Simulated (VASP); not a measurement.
# TiSnTe3 (R-3m) in VASP: notebook

The runs below take TiSnTe3 through single point, with PBE.

Program: VASP 6.6.1. These are calculated values, not measurements. Logs are shortened: lines on timing, memory, paths and dates and some standing lists are left out, and cuts for length are marked.

### 1 The cell of the first run

The structure is trigonal, space group R-3m (No. 166). Conventional cell: a = 7.601 Å, b = 7.601 Å, c = 9.336 Å, α = 90.00°, β = 90.00°, γ = 120.00°. Ti (site symmetry -3m) has 6 Te at 2.69 Å within 3.5 Å. Within 5.0 Å of Sn (site symmetry -3m) lie 12 Te at 3.80 to 3.81 Å and 8 Ti at 4.66 to 4.67 Å. Within 3.5 Å of Te (site symmetry 2/m) lie 2 Ti at 2.69 Å.

The cell was generated, and may not be a known phase.

### 2 Single point, PBE

File INCAR:

```
SYSTEM = TiSnTe3
  ALGO = Normal
  EDIFF = 1E-6
  ENCUT = 500
  GGA = PE
  GGA_COMPAT = .False.
  ISIF = 2
  ISMEAR = 0
  LASPH = .True.
  LCHARG = .True.
  LELF = .True.
  LREAL = .False.
  LVHAR = .True.
  LWAVE = .False.
  NBANDS = 30
  NELM = 120
  PREC = Accurate
  SIGMA = 0.1
```

File KPOINTS:

```
k-points
0
Gamma
  6 6 6
  0 0 0
```

File POSCAR:

```
TiSnTe3
1.0
    3.8005892849      2.1942712467      3.1119226048
   -3.8005892849      2.1942712467      3.1119226048
    0.0000000000     -4.3885424934      3.1119226048
Ti Sn Te
1 1 3
Direct
    0.5000000000      0.5000000000      0.5000000000
    0.0000000000      0.0000000000      0.0000000000
    0.5000000000      0.5000000000      0.0000000000
    0.0000000000      0.5000000000      0.5000000000
    0.5000000000      0.0000000000      0.5000000000
```

Potentials or basis: VASP PAW PBE potentials, release 64 (Ti_sv, Sn_d, Te).

Run with:

```sh
$ cat potpaw_PBE.64/Ti_sv/POTCAR potpaw_PBE.64/Sn_d/POTCAR potpaw_PBE.64/Te/POTCAR > POTCAR
$ mpirun -np 1 vasp_std > vasp.out
```

OUTCAR:

```text
SYSTEM = TiSnTe3
   EDIFF = 1E-6
   ENCUT = 500
   GGA = PE
   ISIF = 2
   ISMEAR = 0
   LASPH = .True.
   LREAL = .False.
   NELM = 120
   PREC = Accurate

 ion  position               nearest neighbor table
   1  0.500  0.500  0.500-   3 2.69   3 2.69   5 2.69   4 2.69   5 2.69   4 2.69
   2  0.000  0.000  0.000-
   3  0.500  0.500  0.000-   1 2.69   1 2.69
   4  0.000  0.500  0.500-   1 2.69   1 2.69
   5  0.500  0.000  0.500-   1 2.69   1 2.69

  LATTYP: Found a trigonal (rhomboedric) cell.
 ALAT       =     5.3799040433
 COS(alpha) =     0.0018798673

  Lattice vectors:

 A1 = (   3.8005892849,   2.1942712467,   3.1119226048)
 A2 = (  -3.8005892849,   2.1942712467,   3.1119226048)
 A3 = (   0.0000000000,  -4.3885424934,   3.1119226048)

Analysis of symmetry for initial positions (statically):
=====================================================================
 Subroutine PRICEL returns:
 Original cell was already a primitive cell.

 Routine SETGRP: Setting up the symmetry group for a
 trigonal (rhombohedral) supercell.

 Subroutine GETGRP returns: Found 12 space group operations
 (whereof 12 operations were pure point group operations)
 out of a pool of 12 trial point group operations.

The static configuration has the point symmetry D_3d.

Analysis of symmetry for dynamics (positions and initial velocities):
=====================================================================
 Subroutine PRICEL returns:
 Original cell was already a primitive cell.

 Routine SETGRP: Setting up the symmetry group for a
 trigonal (rhombohedral) supercell.

 Subroutine GETGRP returns: Found 12 space group operations
 (whereof 12 operations were pure point group operations)
 out of a pool of 12 trial point group operations.

The dynamic configuration has the point symmetry D_3d.

 Subroutine INISYM returns: Found 12 space group operations
 (whereof 12 operations are pure point group operations),
 and found     1 'primitive' translations

----------------------------------------------------------------------------------------

                                     Primitive cell

  volume of cell :     155.7117

  direct lattice vectors                    reciprocal lattice vectors
     3.800589285  2.194271247  3.111922605     0.131558546  0.075955362  0.107114918
    -3.800589285  2.194271247  3.111922605    -0.131558546  0.075955362  0.107114918
     0.000000000 -4.388542493  3.111922605     0.000000000 -0.151910724  0.107114918

  length of vectors
     5.379904043  5.379904043  5.379904043     0.185877577  0.185877577  0.185877577

  position of ions in fractional coordinates (direct lattice)
     0.500000000  0.500000000  0.500000000
     0.000000000  0.000000000  0.000000000
     0.500000000  0.500000000  0.000000000
     0.000000000  0.500000000  0.500000000
     0.500000000  0.000000000  0.500000000

  ion indices of the primitive-cell ions
   primitive index   ion index
                 1           1
                 2           2
                 3           3
                 4           4
                 5           5

----------------------------------------------------------------------------------------

 KPOINTS: k-points

Automatic generation of k-mesh.
 Grid dimensions read from file:
 generate k-points for:    6    6    6

 Generating k-lattice:

  Cartesian coordinates                     Fractional coordinates (reciprocal lattice)
     0.021926424  0.012659227  0.017852486     0.166666667  0.000000000  0.000000000
    -0.021926424  0.012659227  0.017852486     0.000000000  0.166666667  0.000000000
     0.000000000 -0.025318454  0.017852486     0.000000000  0.000000000  0.166666667

  Length of vectors
     0.030979596  0.030979596  0.030979596

  Shift w.r.t. Gamma in fractional coordinates (k-lattice)
     0.000000000  0.000000000  0.000000000

 Subroutine IBZKPT returns following result:
 ===========================================

 Found     32 irreducible k-points:

 Following reciprocal coordinates:
            Coordinates               Weight
  0.000000  0.000000  0.000000      1.000000
  0.166667  0.000000  0.000000      6.000000
  0.333333 -0.000000  0.000000      6.000000
  0.500000  0.000000  0.000000      3.000000
  0.166667  0.166667  0.000000      6.000000
  0.333333  0.166667  0.000000     12.000000
[... 16 lines left out ...]
  0.500000  0.500000  0.166667      6.000000
 -0.333333  0.500000  0.166667     12.000000
 [... further k-points ...]
   k-points           NKPTS =     32   k-points in BZ     NKDIM =     32   number of bands    NBANDS=     30
   number of dos      NEDOS =    301   number of ions     NIONS =      5
   total plane-waves  NPLWV =  64000
   dimension x,y,z NGX =    40 NGY =   40 NGZ =   40
   dimension x,y,z NGXF=    80 NGYF=   80 NGZF=   80
   ions per type =               1   1   3
   NGX,Y,Z   is equivalent  to a cutoff of  12.36, 12.36, 12.36 a.u.
   NGXF,Y,Z  is equivalent  to a cutoff of  24.72, 24.72, 24.72 a.u.
 SYSTEM =  TiSnTe3
   PREC   = accura    normal or accurate (medium, high low for compatibility)
   ISTART =      0    job   : 0-new  1-cont  2-samecut
   ICHARG =      2    charge: 1-file 2-atom 10-const
   ISPIN  =      1    spin polarized calculation?
   LNONCOLLINEAR =      F non collinear calculations
   LSORBIT =      F    spin-orbit coupling
   LASPH  =      T    aspherical Exc in radial PAW
   ENCUT  =  500.0 eV  36.75 Ry    6.06 a.u.   9.81  9.81  9.81*2*pi/ulx,y,z
   NELM   =    120;   NELMIN=  2; NELMDL= -5     # of ELM steps
   EDIFF  = 0.1E-05   stopping-criterion for ELM
   LREAL  =      F    real-space projection
   EDIFFG = 0.1E-04   stopping-criterion for IOM
   NSW    =      0    number of steps for IOM
   IBRION =     -1    ionic relax: 0-MD 1-quasi-New 2-CG
   NFREE  =      0    steps in history (QN), initial steepest desc. (CG)
   ISIF   =      2    stress and relaxation
   ISYM   =      2    0-nonsym 1-usesym 2-fastsym
   POTIM  = 0.5000    time-step for ionic-motion
   TEBEG  =    0.0;   TEEND  =   0.0 temperature during run
   PSTRESS=    0.0 pullay stress
   NELECT =      44.0000    total number of electrons
   NUPDOWN=      -1.0000    fix difference up-down
   EMIN   =  10.00;   EMAX   =-10.00  energy-range for DOS
   EFERMI =   0.00;   METHOD = LEGACY
   ISMEAR =     0;   SIGMA  =   0.10  broadening in eV -4-tet -1-fermi 0-gaus
   EFERMI_NEDOS =   21; number of points for ismear=-14 and -15
   IALGO  =     38    algorithm
   IMIX   =      4    mixing-type and parameters
     AMIX     =   0.40;   BMIX     =  1.00
     AMIX_MAG =   1.60;   BMIX_MAG =  1.00
  volume/ion in A,a.u.               =      31.14       210.16
  Fermi-wavevector in a.u.,A,eV,Ry     =   1.074283  2.030100 15.702260  1.154084
  Thomas-Fermi vector in A             =   2.210107
   LORBIT       =      0    0 simple, 1 ext, 2 COOP (PROOUT), +10 PAW based schemes
   GGA     = PE    functional components
   LHFCALC =     F    Hartree Fock is set to
   AEXX    =    0.0000 exact exchange contribution
   IVDW    =     0    specifies the selected vdW correction
   LEPSILON=     F    determine dielectric tensor
   LRPA    =     F    only Hartree local field effects (RPA)
 non-spin polarized calculation
 Gauss-broadening in eV      SIGMA  =   0.10
  energy-cutoff  :      500.00
  volume of cell :      155.71
 maximum number of plane-waves:      3970
   NGX = 19   NGY = 19   NGZ = 19

 number of electron      44.0000016 magnetization

 Free energy of the ion-electron system (eV)
  ---------------------------------------------------
  ext. energy  EPLUGINS =         0.00000000
  ---------------------------------------------------
  free energy    TOTEN  =       -21.52825936 eV

  energy without entropy =      -21.50131499  energy(sigma->0) =      -21.51478717

 E-fermi :   6.0480     XC(G=0):  -9.3497

 val. band max:        6.0359192588   @ k =  -0.3333   0.1667   0.1667
 cond. band min:       6.0504489613   @ k =   0.5000   0.3333   0.0000
 fundamental gap:      0.0145297024
 Fermi energy:         6.0479832889

 k-point     1 :       0.0000    0.0000    0.0000
  band No.  band energies     occupation
      1     -51.7152      2.00000
      2     -27.9944      2.00000
      3     -27.9944      2.00000
      4     -27.9936      2.00000
      5     -16.4431      2.00000
      6     -16.4431      2.00000
[... 22 lines left out ...]
     29       8.4902      0.00000
     30       8.4902      0.00000

 k-point     2 :       0.1667    0.0000    0.0000
  band No.  band energies     occupation
      1     -51.7152      2.00000
      2     -27.9944      2.00000
      3     -27.9942      2.00000
      4     -27.9934      2.00000
      5     -16.4431      2.00000
      6     -16.4430      2.00000
[... 22 lines left out ...]
     29       8.2055      0.00000
     30       8.2247      0.00000

 k-point     3 :       0.3333   -0.0000    0.0000
  band No.  band energies     occupation
      1     -51.7153      2.00000
      2     -27.9943      2.00000
      3     -27.9939      2.00000
      4     -27.9928      2.00000
      5     -16.4431      2.00000
      6     -16.4427      2.00000
[... 22 lines left out ...]
     29       7.9020      0.00000
     30       7.9583      0.00000

 k-point     4 :       0.5000    0.0000    0.0000
  band No.  band energies     occupation
      1     -51.7154      2.00000
      2     -27.9942      2.00000
      3     -27.9938      2.00000
      4     -27.9924      2.00000
      5     -16.4431      2.00000
      6     -16.4425      2.00000
[... 22 lines left out ...]
     29       7.8565      0.00000
     30       7.9757      0.00000

 k-point     5 :       0.1667    0.1667    0.0000
  band No.  band energies     occupation
      1     -51.7153      2.00000
      2     -27.9942      2.00000
      3     -27.9939      2.00000
      4     -27.9932      2.00000
      5     -16.4430      2.00000
      6     -16.4429      2.00000
[... 22 lines left out ...]
     29       7.9257      0.00000
     30       8.7124      0.00000
[... 526 lines left out ...]
     29       8.1994      0.00000
     30       9.4859      0.00000

 k-point    22 :      -0.1667    0.3333    0.1667
  band No.  band energies     occupation
      1     -51.7154      2.00000
      2     -27.9938      2.00000
      3     -27.9935      2.00000
      4     -27.9926      2.00000
      5     -16.4429      2.00000
      6     -16.4426      2.00000
[... 22 lines left out ...]
     29       8.2394      0.00000
     30       8.8122      0.00000

 k-point    23 :       0.5000    0.5000    0.1667
  band No.  band energies     occupation
      1     -51.7156      2.00000
      2     -27.9935      2.00000
      3     -27.9925      2.00000
      4     -27.9919      2.00000
      5     -16.4426      2.00000
      6     -16.4422      2.00000
[... 22 lines left out ...]
     29       8.3039      0.00000
     30      10.5837      0.00000

 k-point    24 :      -0.3333    0.5000    0.1667
  band No.  band energies     occupation
      1     -51.7155      2.00000
      2     -27.9935      2.00000
      3     -27.9928      2.00000
      4     -27.9920      2.00000
      5     -16.4427      2.00000
      6     -16.4423      2.00000
[... 22 lines left out ...]
     29       8.1955      0.00000
     30       9.7065      0.00000

 [... further k-points ...]

------------------------ aborting loop because EDIFF is reached ----------------------------------------

  FORCE on cell =-STRESS in cart. coord.  units (eV):
  Direction    XX          YY          ZZ          XY          YZ          ZX
  --------------------------------------------------------------------------------------
  -------------------------------------------------------------------------------------
  Total       -0.0070559     -0.0070559     -0.0259377      0.0000000      0.0000000      0.0000000
  in kB       -0.0726003     -0.0726003     -0.2668826      0.0000000      0.0000000      0.0000000
  external PRESSURE =      -0.1373611 kB  Pullay stress =       0.0000000 kB

 VOLUME and BASIS-vectors are now :
 -----------------------------------------------------------------------------
  energy-cutoff  :      500.00
  volume of cell :      155.71
      direct lattice vectors                 reciprocal lattice vectors
     3.800589285  2.194271247  3.111922605     0.131558546  0.075955362  0.107114918
    -3.800589285  2.194271247  3.111922605    -0.131558546  0.075955362  0.107114918
     0.000000000 -4.388542493  3.111922605     0.000000000 -0.151910724  0.107114918

 POSITION                                       TOTAL-FORCE (eV/Angst)
 -----------------------------------------------------------------------------------
      0.00000      0.00000      4.66788         0.000000     -0.000000     -0.000000
      0.00000      0.00000      0.00000         0.000000      0.000000      0.000000
      0.00000      2.19427      3.11192         0.000000      0.000000      0.000000
     -1.90029     -1.09714      3.11192        -0.000000     -0.000000      0.000000
      1.90029     -1.09714      3.11192         0.000000      0.000000      0.000000
 -----------------------------------------------------------------------------------
    total drift:                               -0.000000      0.000000     -0.000000

  FREE ENERGIE OF THE ION-ELECTRON SYSTEM (eV)
  ---------------------------------------------------
  free  energy   TOTEN  =       -21.5282593555 eV

  energy  without entropy=      -21.5013149919  energy(sigma->0) =      -21.51478717
```

Run time: 74 s. Hardware: 1 thread of AMD EPYC 9R45 (Zen 5), shared host; peak memory 0.3 GiB.

What came out:

| Item | Value |
| --- | --- |
| Free energy | -21.5283 eV |
| Pressure | 0.0 GPa |
| Band gap on the k mesh | zero (bands 22 and 23 overlap by 0.77 eV) |

Levels at points of the mesh, in eV from the Fermi level:
```
           k point  band 19  band 20  band 21  band 22  band 23  band 24  band 25  band 26
(0.00, 0.00, 0.00)    -1.06    -0.74    -0.73    -0.73    -0.35    -0.35    -0.35     0.76
(0.50, 0.00, 0.00)    -1.72    -1.33    -0.46    -0.43    -0.32    -0.19     0.52     0.52
(0.50, 0.50, 0.00)    -2.66    -2.56    -2.55    -0.14     0.51     1.13     1.13     1.14
(0.50, 0.50, 0.50)    -3.04     0.42     0.42     0.42     0.56     0.56     0.56     3.02
```

Caveat: spin-orbit coupling is left out, which moves the levels of the heavy elements.

### 3 Single point, PBE

This run uses another cell than the first one: it holds 10 atoms, not 5.

File INCAR:

```
PREC = Accurate
ENCUT = 500
EDIFF = 1E-6
ISMEAR = 0
SIGMA = 0.2
LREAL = False
LASPH = True
NELM = 120
ALGO = Normal
ISIF = 2
LWAVE = False
LCHARG = False
GGA = PE
NBANDS = 55
GGA_COMPAT = False
```

File KPOINTS:

```
Automatic mesh
0
Gamma
  4 4 2
```

File POSCAR:

```
TiSnTe3
1.0
   -3.8005892849      2.1942712467      3.1119226048
    0.0000000000     -4.3885424934      3.1119226048
    7.6011785698      4.3885424934      6.2238452096
Ti Sn Te
2 2 6
Direct
    0.5000000000      0.5000000000      0.2500000000
    0.5000000000      0.5000000000      0.7500000000
    1.0000000000      0.0000000000      0.5000000000
    0.0000000000      0.0000000000      0.0000000000
    0.5000000000      0.0000000000      0.2500000000
    0.5000000000      0.0000000000      0.7500000000
    0.5000000000      0.5000000000      0.0000000000
    0.5000000000      0.5000000000      0.5000000000
    1.0000000000      0.5000000000      0.2500000000
    1.0000000000      0.5000000000      0.7500000000
```

Potentials or basis: VASP PAW PBE potentials, release 64 (Ti_sv, Sn_d, Te).

Run with:

```sh
$ cat potpaw_PBE.64/Ti_sv/POTCAR potpaw_PBE.64/Sn_d/POTCAR potpaw_PBE.64/Te/POTCAR > POTCAR
$ mpirun -np 1 vasp_std > vasp.out
```

It took 2.7 min on 1 thread of AMD EPYC 9R45 (Zen 5), shared host; peak memory 0.44 GiB.

Results (log left out):

- Free energy: -43.1968 eV
- Pressure: 0.0 GPa
- Band gap on the k mesh: zero (bands 44 and 45 overlap by 0.76 eV)

Levels at points of the mesh, in eV from the Fermi level:
```csv
k point,band 42,band 43,band 44,band 45,band 46,band 47
"(0.00, 0.00, 0.00)",-0.53,-0.25,-0.22,-0.16,-0.16,-0.16
"(0.50, 0.00, 0.00)",-0.25,-0.22,-0.13,-0.01,0.03,0.69
"(0.50, 0.50, 0.00)",0.60,0.60,0.60,0.72,0.77,0.77
"(0.00, 0.00, 0.50)",-0.49,-0.47,-0.47,-0.14,-0.14,0.63
"(0.50, 0.00, 0.50)",-1.42,-0.30,-0.30,0.44,0.44,0.91
"(0.50, 0.50, 0.50)",-0.48,0.46,0.46,0.75,0.75,0.89
```

Caveat: spin-orbit coupling is left out, which moves the levels of the heavy elements.

The gap in the log of VASP goes by the Fermi energy; the results here count the filled bands.